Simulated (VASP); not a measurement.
# TlGeH (P-62m) in VASP: single point with PBE

Aim: the single point of TlGeH with PBE.

All numbers are computed with VASP 6.6.1; they aren't measurements. Logs are shortened: lines on timing, memory, paths and dates and some standing lists are left out, and cuts for length are marked.

**1. The cell of the first run**

It takes space group P-62m (No. 189, hexagonal). The conventional cell has a = 7.094 Å, b = 7.094 Å, c = 4.072 Å, α = 90.00°, β = 90.00°, γ = 120.00°. Within 3.9 Å of Tl (site symmetry m2m) lie 5 H at 2.94 to 2.95 Å and 6 Ge at 3.18 to 3.27 Å and 4 Tl at 3.70 Å. Within 3.5 Å of Ge (site symmetry m2m) lie 4 H at 2.66 to 2.75 Å and 2 Ge at 2.96 Å and 6 Tl at 3.18 to 3.27 Å. Within 3.6 Å of H (site symmetry -6) lie 3 Ge at 2.75 Å and 6 Tl at 2.95 Å. Within 3.5 Å of H (site symmetry -62m) lie 6 Ge at 2.66 Å and 3 Tl at 2.94 Å.

The cell was built from a structure type or drawn by symmetry, and may not be a known phase.

**2. Single point, PBE**

INCAR

```
PREC     = Accurate       # precision mode
ENCUT    = 520            # plane-wave cutoff, eV
EDIFF    = 1E-6           # SCF threshold, eV
ISMEAR   = 0              # smearing method
SIGMA    = 0.1            # smearing width, eV
LREAL    = False          # projectors in reciprocal space
LASPH    = True           # aspherical terms in the spheres
NELM     = 80             # most SCF steps
ALGO     = Normal         # electronic algorithm
ISIF     = 2              # what is computed and relaxed
LWAVE    = False          # write WAVECAR
LCHARG   = False          # write CHGCAR
GGA      = PE             # functional
NBANDS   = 52             # bands
```

KPOINTS

```
Automatic mesh
0
Gamma
  3 3 4
```

POSCAR

```
TlGeH
1.0
    7.0938254200      0.0000000000      0.0000000000
   -3.5469127100      6.1434330300      0.0000000000
    0.0000000000      0.0000000000      4.0718278100
Tl Ge H
3 3 3
Direct
    0.4145889300      0.4145889300      0.5000000000
    0.5854110700      0.0000000000      0.5000000000
    0.0000000000      0.5854110700      0.5000000000
    0.7588298900      0.7588298900      0.0000000000
    0.2411701100      0.0000000000      0.0000000000
    0.0000000000      0.2411701100      0.0000000000
    0.6666666700      0.3333333300      0.0000000000
    0.3333333300      0.6666666700      0.0000000000
    0.0000000000      0.0000000000      0.5000000000
```

Potentials or basis: VASP PAW PBE potentials, release 64 (Tl_d, Ge_d, H).

On the command line:

```sh
cat potpaw_PBE.64/Tl_d/POTCAR potpaw_PBE.64/Ge_d/POTCAR potpaw_PBE.64/H/POTCAR > POTCAR
mpirun -np 1 vasp_std > vasp.out
```

OUTCAR:

```text
PREC = Accurate
   ENCUT = 520
   EDIFF = 1E-6
   ISMEAR = 0
   LREAL = False
   LASPH = True
   NELM = 80
   ISIF = 2
   GGA = PE

 ion  position               nearest neighbor table
   1  0.415  0.415  0.500-   4 3.18   4 3.18   6 3.27   6 3.27   5 3.27   5 3.27   3 3.70   3 3.70
                             2 3.70   2 3.70
   2  0.585  0.000  0.500-   5 3.18   5 3.18   6 3.27   4 3.27   4 3.27   6 3.27   3 3.70   1 3.70
                             1 3.70   3 3.70
   3  0.000  0.585  0.500-   6 3.18   6 3.18   4 3.27   4 3.27   5 3.27   5 3.27   1 3.70   1 3.70
                             2 3.70   2 3.70
   4  0.759  0.759  0.000-   1 3.18   1 3.18   3 3.27   3 3.27   2 3.27   2 3.27
   5  0.241  0.000  0.000-   2 3.18   2 3.18   3 3.27   1 3.27   1 3.27   3 3.27
   6  0.000  0.241  0.000-   3 3.18   3 3.18   1 3.27   1 3.27   2 3.27   2 3.27
   7  0.667  0.333  0.000-
   8  0.333  0.667  0.000-
   9  0.000  0.000  0.500-

  LATTYP: Found a hexagonal cell.
 ALAT       =     7.0938254200
 C/A-ratio  =     0.5739960556

  Lattice vectors:

 A1 = (   7.0938254200,   0.0000000000,   0.0000000000)
 A2 = (  -3.5469127100,   6.1434330300,   0.0000000000)
 A3 = (   0.0000000000,   0.0000000000,   4.0718278100)

Analysis of symmetry for initial positions (statically):
=====================================================================
 Subroutine PRICEL returns:
 Original cell was already a primitive cell.

 Routine SETGRP: Setting up the symmetry group for a
 hexagonal supercell.

 Subroutine GETGRP returns: Found 12 space group operations
 (whereof 12 operations were pure point group operations)
 out of a pool of 24 trial point group operations.

The static configuration has the point symmetry D_3h.

Analysis of symmetry for dynamics (positions and initial velocities):
=====================================================================
 Subroutine PRICEL returns:
 Original cell was already a primitive cell.

 Routine SETGRP: Setting up the symmetry group for a
 hexagonal supercell.

 Subroutine GETGRP returns: Found 12 space group operations
 (whereof 12 operations were pure point group operations)
 out of a pool of 24 trial point group operations.

The dynamic configuration has the point symmetry D_3h.

 Subroutine INISYM returns: Found 12 space group operations
 (whereof 12 operations are pure point group operations),
 and found     1 'primitive' translations

----------------------------------------------------------------------------------------

                                     Primitive cell

  volume of cell :     177.4521

  direct lattice vectors                    reciprocal lattice vectors
     7.093825420  0.000000000  0.000000000     0.140967664  0.081387719  0.000000000
    -3.546912710  6.143433030  0.000000000     0.000000000  0.162775438  0.000000000
     0.000000000  0.000000000  4.071827810     0.000000000  0.000000000  0.245589953

  length of vectors
     7.093825420  7.093825425  4.071827810     0.162775438  0.162775438  0.245589953

  position of ions in fractional coordinates (direct lattice)
     0.414588930  0.414588930  0.500000000
     0.585411070  0.000000000  0.500000000
     0.000000000  0.585411070  0.500000000
     0.758829890  0.758829890  0.000000000
     0.241170110  0.000000000  0.000000000
     0.000000000  0.241170110  0.000000000
     0.666666670  0.333333330  0.000000000
     0.333333330  0.666666670  0.000000000
     0.000000000  0.000000000  0.500000000

  ion indices of the primitive-cell ions
   primitive index   ion index
                 1           1
                 2           2
                 3           3
                 4           4
                 5           5
                 6           6
                 7           7
                 8           8
                 9           9

----------------------------------------------------------------------------------------

 KPOINTS: Automatic mesh

Automatic generation of k-mesh.
 Grid dimensions read from file:
 generate k-points for:    3    3    4

 Generating k-lattice:

  Cartesian coordinates                     Fractional coordinates (reciprocal lattice)
     0.046989221  0.027129240  0.000000000     0.333333333  0.000000000  0.000000000
     0.000000000  0.054258479  0.000000000     0.000000000  0.333333333  0.000000000
     0.000000000  0.000000000  0.061397488     0.000000000  0.000000000  0.250000000

  Length of vectors
     0.054258479  0.054258479  0.061397488

  Shift w.r.t. Gamma in fractional coordinates (k-lattice)
     0.000000000  0.000000000  0.000000000

 Subroutine IBZKPT returns following result:
 ===========================================

 Found      9 irreducible k-points:

 Following reciprocal coordinates:
            Coordinates               Weight
  0.000000  0.000000  0.000000      1.000000
  0.333333  0.000000  0.000000      6.000000
  0.333333  0.333333  0.000000      2.000000
  0.000000  0.000000  0.250000      2.000000
  0.333333  0.000000  0.250000     12.000000
  0.333333  0.333333  0.250000      4.000000
  0.000000  0.000000  0.500000      1.000000
  0.333333  0.000000  0.500000      6.000000
  0.333333  0.333333  0.500000      2.000000
   k-points           NKPTS =      9   k-points in BZ     NKDIM =      9   number of bands    NBANDS=     52
   number of dos      NEDOS =    301   number of ions     NIONS =      9
   total plane-waves  NPLWV =  87480
   dimension x,y,z NGX =    54 NGY =   54 NGZ =   30
   dimension x,y,z NGXF=   108 NGYF=  108 NGZF=   60
   ions per type =               3   3   3
   NGX,Y,Z   is equivalent  to a cutoff of  12.66, 12.66, 12.25 a.u.
   NGXF,Y,Z  is equivalent  to a cutoff of  25.31, 25.31, 24.50 a.u.
 SYSTEM =  unknown system
   PREC   = accura    normal or accurate (medium, high low for compatibility)
   ISTART =      0    job   : 0-new  1-cont  2-samecut
   ICHARG =      2    charge: 1-file 2-atom 10-const
   ISPIN  =      1    spin polarized calculation?
   LNONCOLLINEAR =      F non collinear calculations
   LSORBIT =      F    spin-orbit coupling
   LASPH  =      T    aspherical Exc in radial PAW
   ENCUT  =  520.0 eV  38.22 Ry    6.18 a.u.  13.19 13.19  7.57*2*pi/ulx,y,z
   NELM   =     80;   NELMIN=  2; NELMDL= -5     # of ELM steps
   EDIFF  = 0.1E-05   stopping-criterion for ELM
   LREAL  =      F    real-space projection
   EDIFFG = 0.1E-04   stopping-criterion for IOM
   NSW    =      0    number of steps for IOM
   IBRION =     -1    ionic relax: 0-MD 1-quasi-New 2-CG
   NFREE  =      0    steps in history (QN), initial steepest desc. (CG)
   ISIF   =      2    stress and relaxation
   ISYM   =      2    0-nonsym 1-usesym 2-fastsym
   POTIM  = 0.5000    time-step for ionic-motion
   TEBEG  =    0.0;   TEEND  =   0.0 temperature during run
   PSTRESS=    0.0 pullay stress
   NELECT =      84.0000    total number of electrons
   NUPDOWN=      -1.0000    fix difference up-down
   EMIN   =  10.00;   EMAX   =-10.00  energy-range for DOS
   EFERMI =   0.00;   METHOD = LEGACY
   ISMEAR =     0;   SIGMA  =   0.10  broadening in eV -4-tet -1-fermi 0-gaus
   EFERMI_NEDOS =   21; number of points for ismear=-14 and -15
   IALGO  =     38    algorithm
   IMIX   =      4    mixing-type and parameters
     AMIX     =   0.40;   BMIX     =  1.00
     AMIX_MAG =   1.60;   BMIX_MAG =  1.00
  volume/ion in A,a.u.               =      19.72       133.06
  Fermi-wavevector in a.u.,A,eV,Ry     =   1.275873  2.411051 22.148284  1.627853
  Thomas-Fermi vector in A             =   2.408561
   LORBIT       =      0    0 simple, 1 ext, 2 COOP (PROOUT), +10 PAW based schemes
   GGA     = PE    functional components
   LHFCALC =     F    Hartree Fock is set to
   AEXX    =    0.0000 exact exchange contribution
   IVDW    =     0    specifies the selected vdW correction
   LEPSILON=     F    determine dielectric tensor
   LRPA    =     F    only Hartree local field effects (RPA)
 non-spin polarized calculation
 Gauss-broadening in eV      SIGMA  =   0.10
  energy-cutoff  :      520.00
  volume of cell :      177.45
 maximum number of plane-waves:      4797
 NGX is ok and might be reduce to    54
   NGX = 27   NGY = 27   NGZ = 15

 number of electron      83.9999985 magnetization

 Free energy of the ion-electron system (eV)
  ---------------------------------------------------
  ext. energy  EPLUGINS =         0.00000000
  ---------------------------------------------------
  free energy    TOTEN  =       -24.94810210 eV

  energy without entropy =      -24.91969325  energy(sigma->0) =      -24.93389768

 E-fermi :   4.4039     XC(G=0):  -9.9294

 val. band max:        4.3886386353   @ k =   0.3333   0.0000   0.0000
 cond. band min:       4.5684191608   @ k =   0.3333   0.0000   0.2500
 fundamental gap:      0.1797805255
 Fermi energy:         4.4039008583

 k-point     1 :       0.0000    0.0000    0.0000
  band No.  band energies     occupation
      1     -20.1463      2.00000
      2     -20.1314      2.00000
      3     -20.1314      2.00000
      4     -20.1289      2.00000
      5     -20.1278      2.00000
      6     -20.1278      2.00000
[... 44 lines left out ...]
     51       9.3027      0.00000
     52       9.3088      0.00000

 k-point     2 :       0.3333    0.0000    0.0000
  band No.  band energies     occupation
      1     -20.1462      2.00000
      2     -20.1316      2.00000
      3     -20.1315      2.00000
      4     -20.1288      2.00000
      5     -20.1279      2.00000
      6     -20.1279      2.00000
[... 44 lines left out ...]
     51       9.3955      0.00000
     52       9.7409      0.00000
[... 328 lines left out ...]
     51       9.3605      0.00000
     52       9.3937      0.00000

 k-point     9 :       0.3333    0.3333    0.5000
  band No.  band energies     occupation
      1     -20.1425      2.00000
      2     -20.1307      2.00000
      3     -20.1293      2.00000
      4     -20.1293      2.00000
      5     -20.1288      2.00000
      6     -20.1288      2.00000
[... 44 lines left out ...]
     51       7.5209      0.00000
     52       9.0309      0.00000

------------------------ aborting loop because EDIFF is reached ----------------------------------------

  FORCE on cell =-STRESS in cart. coord.  units (eV):
  Direction    XX          YY          ZZ          XY          YZ          ZX
  --------------------------------------------------------------------------------------
  -------------------------------------------------------------------------------------
  Total       -2.9298833     -2.9298833     -4.1891367      0.0000000     -0.0000000      0.0000000
  in kB      -26.4533015    -26.4533015    -37.8228354      0.0000000     -0.0000000      0.0000000
  external PRESSURE =     -30.2431462 kB  Pullay stress =       0.0000000 kB

 VOLUME and BASIS-vectors are now :
 -----------------------------------------------------------------------------
  energy-cutoff  :      520.00
  volume of cell :      177.45
      direct lattice vectors                 reciprocal lattice vectors
     7.093825420  0.000000000  0.000000000     0.140967664  0.081387719  0.000000000
    -3.546912710  6.143433030  0.000000000     0.000000000  0.162775438  0.000000000
     0.000000000  0.000000000  4.071827810     0.000000000  0.000000000  0.245589953

 POSITION                                       TOTAL-FORCE (eV/Angst)
 -----------------------------------------------------------------------------------
      1.47051      2.54700      2.03591         0.015006      0.025992     -0.000000
      4.15280      0.00000      2.03591        -0.030012     -0.000000     -0.000000
     -2.07640      3.59643      2.03591         0.015006     -0.025992      0.000000
      2.69150      4.66182      0.00000         0.247948      0.429458      0.000000
      1.71082      0.00000      0.00000        -0.495896     -0.000000     -0.000000
     -0.85541      1.48161      0.00000         0.247948     -0.429458     -0.000000
      3.54691      2.04781      0.00000         0.000000     -0.000000      0.000000
     -0.00000      4.09562      0.00000         0.000000     -0.000000      0.000000
      0.00000      0.00000      2.03591         0.000000     -0.000000      0.000000
 -----------------------------------------------------------------------------------
    total drift:                               -0.000001     -0.000001      0.000000

  FREE ENERGIE OF THE ION-ELECTRON SYSTEM (eV)
  ---------------------------------------------------
  free  energy   TOTEN  =       -24.9481021000 eV

  energy  without entropy=      -24.9196932517  energy(sigma->0) =      -24.93389768
```

It took 2.4 min on 1 thread of AMD EPYC 7R13, shared host; peak memory 0.28 GiB.

Results:

| Property | Result |
| --- | --- |
| Free energy | -24.9481 eV |
| Pressure | -3.0 GPa |
| Largest force | 0.496 eV/Å |
| Band gap on the k mesh | zero (bands 42 and 43 overlap by 3.29 eV) |

Forces on the atoms (eV/Å):
```
Tl   0.015  0.026  0.000
Tl  -0.030  0.000  0.000
Tl   0.015 -0.026  0.000
Ge   0.248  0.429  0.000
Ge  -0.496  0.000  0.000
Ge   0.248 -0.429  0.000
H    0.000  0.000  0.000
H    0.000  0.000  0.000
H    0.000  0.000  0.000
```

Caveat: the k points lie up to 0.39 Å⁻¹ apart, too coarse for converged energies and pressures of a metal; spin-orbit coupling is left out, which moves the levels of the heavy elements.
